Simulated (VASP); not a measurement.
# SrSn2O3 (P-3m1) in VASP: relaxation of cell and atoms with PBE

Aim: the relaxation of cell and atoms of SrSn2O3 with PBE.

Program: VASP 6.6.1. These are calculated values, not measurements. Logs are shortened: lines on timing, memory, paths and dates and some standing lists are left out, and cuts for length are marked.

**1. The cell of the first run**

It takes space group P-3m1 (No. 164, trigonal). Conventional cell: a = 4.667 Å, b = 4.667 Å, c = 5.341 Å, α = 90.00°, β = 90.00°, γ = 120.00°. Within 3.5 Å of Sr (site symmetry -3m) lie 8 O at 2.67 to 2.98 Å and 6 Sn at 3.35 Å. Within 2.8 Å of Sn (site symmetry 3m) lie 7 O at 2.09 to 2.79 Å. O (site symmetry 3m) has 4 Sn at 2.09 to 2.79 Å within 2.8 Å. Within 3.5 Å of O (site symmetry -3m) lie 2 Sr at 2.67 Å and 6 Sn at 2.78 Å and 6 O at 3.04 Å.

The cell was built from a structure type or drawn by symmetry, and may not be a known phase.

**2. Relaxation of cell and atoms, PBE**

INCAR

```
SYSTEM = SrSn2O3
ALGO = Normal
EDIFF = 1E-7
EDIFFG = -0.01
ENCUT = 600
GGA = PE
IBRION = 2
ISIF = 3
ISMEAR = 0
LASPH = .True.
LCHARG = .False.
LREAL = .False.
LWAVE = .False.
NELM = 100
NSW = 100
PREC = Accurate
SIGMA = 0.02
```

KPOINTS

```
k-points
0
Gamma
  6 6 6
  0 0 0
```

POSCAR

```
SrSn2O3
1.0
    4.6670117425      0.0000000000      0.0000000000
   -2.3335058713      4.0417507288      0.0000000000
    0.0000000000      0.0000000000      5.3408832545
Sr Sn O
1 2 3
Direct
    0.0000000000      0.0000000000      0.0000000000
    0.3333333333      0.6666666667      0.3711315026
    0.6666666667      0.3333333333      0.6288684974
    0.3333333333      0.6666666667      0.7617068434
    0.6666666667      0.3333333333      0.2382931566
    0.0000000000      0.0000000000      0.5000000000
```

Potentials or basis: VASP PAW PBE potentials, release 64 (Sr_sv, Sn_d, O).

Started as:

```
$ cat potpaw_PBE.64/Sr_sv/POTCAR potpaw_PBE.64/Sn_d/POTCAR potpaw_PBE.64/O/POTCAR > POTCAR
$ mpirun -np 1 vasp_std > vasp.out
```

OUTCAR:

```text
SYSTEM = SrSn2O3
   EDIFF = 1E-7
   EDIFFG = -0.01
   ENCUT = 600
   GGA = PE
   IBRION = 2
   ISIF = 3
   ISMEAR = 0
   LASPH = .True.
   LREAL = .False.
   NELM = 100
   NSW = 100
   PREC = Accurate

 ion  position               nearest neighbor table
   1  0.000  0.000  0.000-   6 2.67   6 2.67   4 2.98   5 2.98   5 2.98   4 2.98   5 2.98   4 2.98
                             2 3.35   3 3.35   2 3.35   3 3.35   3 3.35   2 3.35   2 4.31   3 4.31
   2  0.333  0.667  0.371-   4 2.09   6 2.78   6 2.78   6 2.78   5 2.79   5 2.79   5 2.79   3 3.03
                             3 3.03   3 3.03   1 3.35   1 3.35   1 3.35   1 4.31   1 4.31   1 4.31
   3  0.667  0.333  0.629-   5 2.09   6 2.78   6 2.78   6 2.78   4 2.79   4 2.79   4 2.79   2 3.03
                             2 3.03   2 3.03   1 3.35   1 3.35   1 3.35   1 4.31   1 4.31   1 4.31
   4  0.333  0.667  0.762-   2 2.09   3 2.79   3 2.79   3 2.79   1 2.98   1 2.98   1 2.98
   5  0.667  0.333  0.238-   3 2.09   2 2.79   2 2.79   2 2.79   1 2.98   1 2.98   1 2.98
   6  0.000  0.000  0.500-   1 2.67   1 2.67   3 2.78   2 2.78   3 2.78   2 2.78   3 2.78   2 2.78

  LATTYP: Found a hexagonal cell.
 ALAT       =     4.6670117425
 C/A-ratio  =     1.1443903614

  Lattice vectors:

 A1 = (   4.6670117425,   0.0000000000,   0.0000000000)
 A2 = (  -2.3335058713,   4.0417507288,   0.0000000000)
 A3 = (   0.0000000000,   0.0000000000,   5.3408832545)

Analysis of symmetry for initial positions (statically):
=====================================================================
 Subroutine PRICEL returns:
 Original cell was already a primitive cell.

 Routine SETGRP: Setting up the symmetry group for a
 hexagonal supercell.

 Subroutine GETGRP returns: Found 12 space group operations
 (whereof 12 operations were pure point group operations)
 out of a pool of 24 trial point group operations.

The static configuration has the point symmetry D_3d.

Analysis of symmetry for dynamics (positions and initial velocities):
=====================================================================
 Subroutine PRICEL returns:
 Original cell was already a primitive cell.

 Routine SETGRP: Setting up the symmetry group for a
 hexagonal supercell.

 Subroutine GETGRP returns: Found 12 space group operations
 (whereof 12 operations were pure point group operations)
 out of a pool of 24 trial point group operations.

The dynamic configuration has the point symmetry D_3d.

 Subroutine INISYM returns: Found 12 space group operations
 (whereof 12 operations are pure point group operations),
 and found     1 'primitive' translations

----------------------------------------------------------------------------------------

                                     Primitive cell

  volume of cell :     100.7445

  direct lattice vectors                    reciprocal lattice vectors
     4.667011742  0.000000000  0.000000000     0.214269870  0.123708767  0.000000000
    -2.333505871  4.041750729  0.000000000     0.000000000  0.247417534  0.000000000
     0.000000000  0.000000000  5.340883254     0.000000000  0.000000000  0.187234948

  length of vectors
     4.667011742  4.667011743  5.340883254     0.247417534  0.247417534  0.187234948

  position of ions in fractional coordinates (direct lattice)
     0.000000000  0.000000000  0.000000000
     0.333333333  0.666666667  0.371131503
     0.666666667  0.333333333  0.628868497
     0.333333333  0.666666667  0.761706843
     0.666666667  0.333333333  0.238293157
     0.000000000  0.000000000  0.500000000

  ion indices of the primitive-cell ions
   primitive index   ion index
                 1           1
                 2           2
                 3           3
                 4           4
                 5           5
                 6           6

----------------------------------------------------------------------------------------

 KPOINTS: k-points

Automatic generation of k-mesh.
 Grid dimensions read from file:
 generate k-points for:    6    6    6

 Generating k-lattice:

  Cartesian coordinates                     Fractional coordinates (reciprocal lattice)
     0.035711645  0.020618128  0.000000000     0.166666667  0.000000000  0.000000000
     0.000000000  0.041236256  0.000000000     0.000000000  0.166666667  0.000000000
     0.000000000  0.000000000  0.031205825     0.000000000  0.000000000  0.166666667

  Length of vectors
     0.041236256  0.041236256  0.031205825

  Shift w.r.t. Gamma in fractional coordinates (k-lattice)
     0.000000000  0.000000000  0.000000000

 Subroutine IBZKPT returns following result:
 ===========================================

 Found     34 irreducible k-points:

 Following reciprocal coordinates:
            Coordinates               Weight
  0.000000  0.000000  0.000000      1.000000
  0.166667  0.000000  0.000000      6.000000
  0.333333 -0.000000  0.000000      6.000000
  0.500000 -0.000000  0.000000      3.000000
  0.166667  0.166667  0.000000      6.000000
  0.333333  0.166667  0.000000     12.000000
[... 16 lines left out ...]
  0.500000 -0.000000  0.333333      6.000000
  0.166667  0.166667  0.333333     12.000000
 [... further k-points ...]
   k-points           NKPTS =     34   k-points in BZ     NKDIM =     34   number of bands    NBANDS=     33
   number of dos      NEDOS =    301   number of ions     NIONS =      6
   total plane-waves  NPLWV =  76800
   dimension x,y,z NGX =    40 NGY =   40 NGZ =   48
   dimension x,y,z NGXF=    80 NGYF=   80 NGZF=   96
   ions per type =               1   2   3
   NGX,Y,Z   is equivalent  to a cutoff of  14.25, 14.25, 14.94 a.u.
   NGXF,Y,Z  is equivalent  to a cutoff of  28.50, 28.50, 29.88 a.u.
 SYSTEM =  SrSn2O3
   PREC   = accura    normal or accurate (medium, high low for compatibility)
   ISTART =      0    job   : 0-new  1-cont  2-samecut
   ICHARG =      2    charge: 1-file 2-atom 10-const
   ISPIN  =      1    spin polarized calculation?
   LNONCOLLINEAR =      F non collinear calculations
   LSORBIT =      F    spin-orbit coupling
   LASPH  =      T    aspherical Exc in radial PAW
   ENCUT  =  600.0 eV  44.10 Ry    6.64 a.u.   9.32  9.32 10.67*2*pi/ulx,y,z
   NELM   =    100;   NELMIN=  2; NELMDL= -5     # of ELM steps
   EDIFF  = 0.1E-06   stopping-criterion for ELM
   LREAL  =      F    real-space projection
   EDIFFG = -.1E-01   stopping-criterion for IOM
   NSW    =    100    number of steps for IOM
   IBRION =      2    ionic relax: 0-MD 1-quasi-New 2-CG
   NFREE  =      1    steps in history (QN), initial steepest desc. (CG)
   ISIF   =      3    stress and relaxation
   ISYM   =      2    0-nonsym 1-usesym 2-fastsym
   POTIM  = 0.5000    time-step for ionic-motion
   TEBEG  =    0.0;   TEEND  =   0.0 temperature during run
   PSTRESS=    0.0 pullay stress
   NELECT =      56.0000    total number of electrons
   NUPDOWN=      -1.0000    fix difference up-down
   EMIN   =  10.00;   EMAX   =-10.00  energy-range for DOS
   EFERMI =   0.00;   METHOD = LEGACY
   ISMEAR =     0;   SIGMA  =   0.02  broadening in eV -4-tet -1-fermi 0-gaus
   EFERMI_NEDOS =   21; number of points for ismear=-14 and -15
   IALGO  =     38    algorithm
   IMIX   =      4    mixing-type and parameters
     AMIX     =   0.40;   BMIX     =  1.00
     AMIX_MAG =   1.60;   BMIX_MAG =  1.00
  volume/ion in A,a.u.               =      16.79       113.31
  Fermi-wavevector in a.u.,A,eV,Ry     =   1.346058  2.543680 24.652006  1.811871
  Thomas-Fermi vector in A             =   2.473920
   LORBIT       =      0    0 simple, 1 ext, 2 COOP (PROOUT), +10 PAW based schemes
   GGA     = PE    functional components
   LHFCALC =     F    Hartree Fock is set to
   AEXX    =    0.0000 exact exchange contribution
   IVDW    =     0    specifies the selected vdW correction
   LEPSILON=     F    determine dielectric tensor
   LRPA    =     F    only Hartree local field effects (RPA)
 conjugate gradient relaxation of ions
 non-spin polarized calculation
 Gauss-broadening in eV      SIGMA  =   0.02
  energy-cutoff  :      600.00
  volume of cell :      100.74
 maximum number of plane-waves:      3388
 NGX is ok and might be reduce to    40
   NGX = 19   NGY = 19   NGZ = 21

--------------------------------------- Ionic step        1  -------------------------------------------

 number of electron      56.0000003 magnetization

 Free energy of the ion-electron system (eV)
  ---------------------------------------------------
  ext. energy  EPLUGINS =         0.00000000
  ---------------------------------------------------
  free energy    TOTEN  =       -31.54571954 eV

  energy without entropy =      -31.54571954  energy(sigma->0) =      -31.54571954

------------------------ aborting loop because EDIFF is reached ----------------------------------------

  FORCE on cell =-STRESS in cart. coord.  units (eV):
  Direction    XX          YY          ZZ          XY          YZ          ZX
  --------------------------------------------------------------------------------------
  -------------------------------------------------------------------------------------
  Total        0.0249963      0.0249963      0.2411564     -0.0000000      0.0000000      0.0000000
  in kB        0.3975254      0.3975254      3.8351992     -0.0000000      0.0000000      0.0000000
  external PRESSURE =       1.5434167 kB  Pullay stress =       0.0000000 kB
[... 145 lines left out ...]
  energy  without entropy=      -31.5461145611  energy(sigma->0) =      -31.54611456

--------------------------------------- Ionic step        5  -------------------------------------------

 number of electron      56.0000004 magnetization

 Free energy of the ion-electron system (eV)
  ---------------------------------------------------
  ext. energy  EPLUGINS =         0.00000000
  ---------------------------------------------------
  free energy    TOTEN  =       -31.54614723 eV

  energy without entropy =      -31.54614723  energy(sigma->0) =      -31.54614723

 E-fermi :   5.7173     XC(G=0): -10.5233

 val. band max:        5.5408690434   @ k =   0.5000  -0.0000   0.5000
 cond. band min:       6.8353202504   @ k =   0.5000  -0.0000   0.5000
 fundamental gap:      1.2944512070
 Fermi energy:         5.7172779638

 k-point     1 :       0.0000    0.0000    0.0000
  band No.  band energies     occupation
      1     -28.9598      2.00000
      2     -15.6887      2.00000
      3     -15.6887      2.00000
      4     -15.6570      2.00000
      5     -15.5905      2.00000
      6     -15.5905      2.00000
[... 853 lines left out ...]
     32       9.7111      0.00000
     33      10.6439      0.00000

 [... further k-points ...]

------------------------ aborting loop because EDIFF is reached ----------------------------------------

  FORCE on cell =-STRESS in cart. coord.  units (eV):
  Direction    XX          YY          ZZ          XY          YZ          ZX
  --------------------------------------------------------------------------------------
  -------------------------------------------------------------------------------------
  Total        0.0062672      0.0062672      0.0036065     -0.0000000      0.0000000      0.0000000
  in kB        0.0997407      0.0997407      0.0573971     -0.0000000      0.0000000      0.0000000
  external PRESSURE =       0.0856261 kB  Pullay stress =       0.0000000 kB
[... 21 lines left out ...]
  FREE ENERGIE OF THE ION-ELECTRON SYSTEM (eV)
  ---------------------------------------------------
  free  energy   TOTEN  =       -31.5461472251 eV

  energy  without entropy=      -31.5461472251  energy(sigma->0) =      -31.54614723

 reached required accuracy - stopping structural energy minimisation
```

Run time: 10 min. Hardware: 1 thread of Intel Xeon 8259CL, shared host; peak memory 0.35 GiB.

What came out:

- Free energy: -31.5461 eV
- Relaxed volume: 16.78 Å³/atom
- Relaxed cell: a = 4.663 Å, b = 4.663 Å, c = 5.346 Å, α = 90.00°, β = 90.00°, γ = 120.00°
- Space group after relaxing (to 0.1 Å): P-3m1 (No. 164)
- Energy gained by relaxing: 0.1 meV/atom
- Ionic steps: 5
- Pressure after relaxing: 0.0 GPa
- Largest force after relaxing: 0.008 eV/Å
- Band gap on the k mesh: 1.29 eV

Forces on the atoms (eV/Å):
```
Sr   0.000  0.000  0.000
Sn   0.000  0.000  0.005
Sn   0.000  0.000 -0.005
O    0.000  0.000  0.008
O    0.000  0.000 -0.008
O    0.000  0.000  0.000
```

Step by step:
```csv
step,energy change (eV),largest force (eV/Å),pressure (GPa),volume (Å³)
1,0.0000,0.0593,0.15,100.74
2,-0.0002,0.0370,-0.26,100.98
3,-0.0003,0.0168,-0.09,100.88
4,-0.0004,0.0124,-0.04,100.78
5,-0.0004,0.0079,0.01,100.67
```

Final structure:
```xyz
6
Lattice="4.6630 0.0000 0.0000 -2.3315 4.0382 0.0000 0.0000 0.0000 5.3464" Properties=species:S:1:pos:R:3 pbc="T T T"
Sr   -2.3315    4.0382    0.0000
Sn    0.0000    2.6922    1.9823
Sn    2.3315    1.3461    3.3641
O     0.0000    2.6922    4.0760
O     2.3315    1.3461    1.2703
O    -2.3315    4.0382    2.6732
```

Levels at points of the mesh, in eV from the valence-band top:
```tsv
k point	band 26	band 27	band 28	band 29	band 30	band 31
(0.00, 0.00, 0.00)	-1.75	-1.75	-0.85	1.75	1.75	4.37
(0.50, 0.00, 0.00)	-1.30	-1.11	-0.32	1.69	3.44	3.77
(0.00, 0.00, 0.50)	-2.18	-1.21	-0.59	2.19	2.19	3.49
(0.50, 0.00, 0.50)	-1.20	-0.48	0.00	1.29	2.27	3.19
```

Caveat: spin-orbit coupling is left out, which moves the levels of the heavy elements.
